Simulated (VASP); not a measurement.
A run of VASP 6.6.1 is set up as follows.

INCAR

```
SYSTEM = BaZn
PREC = Accurate ; ENCUT = 520
EDIFF = 1E-6 ; ISMEAR = 1
SIGMA = 0.05 ; LREAL = .False.
LASPH = .True. ; NELM = 80
ALGO = Normal ; ISIF = 2
LWAVE = .False. ; LCHARG = .True.
LELF = .True. ; LVHAR = .True.
NBANDS = 18
```

KPOINTS

```
regular mesh
0
Gamma
  5 5 5
  0 0 0
```

POSCAR

```
BaZn
1.0
    4.0785100000      0.0000000000      0.0000000000
    0.0000000000      4.0785100000      0.0000000000
    0.0000000000      0.0000000000      4.0785100000
Ba Zn
1 1
Direct
    0.0000000000      0.0000000000      0.0000000000
    0.5000000000      0.5000000000      0.4877406210
```

Potentials or basis: VASP PAW LDA potentials, release 64 (Ba_sv, Zn).

Launch:

```bash
$ cat potpaw_LDA.64/Ba_sv/POTCAR potpaw_LDA.64/Zn/POTCAR > POTCAR
$ mpirun -np 1 vasp_std > vasp.out
```

Task: What does it give for the band gap on the k mesh?

Result: Zero (band 11 reaches 2.58 eV, above the bottom of band 12 at 1.01 eV).

Task: Predict the pressure.

Result: -2.1 GPa.

Forces in eV/Å, atoms in the order of the input:
```
Ba   0.000  0.000 -0.060
Zn   0.000  0.000  0.060
```

Caveat: spin-orbit coupling is left out, which moves the levels of the heavy elements.
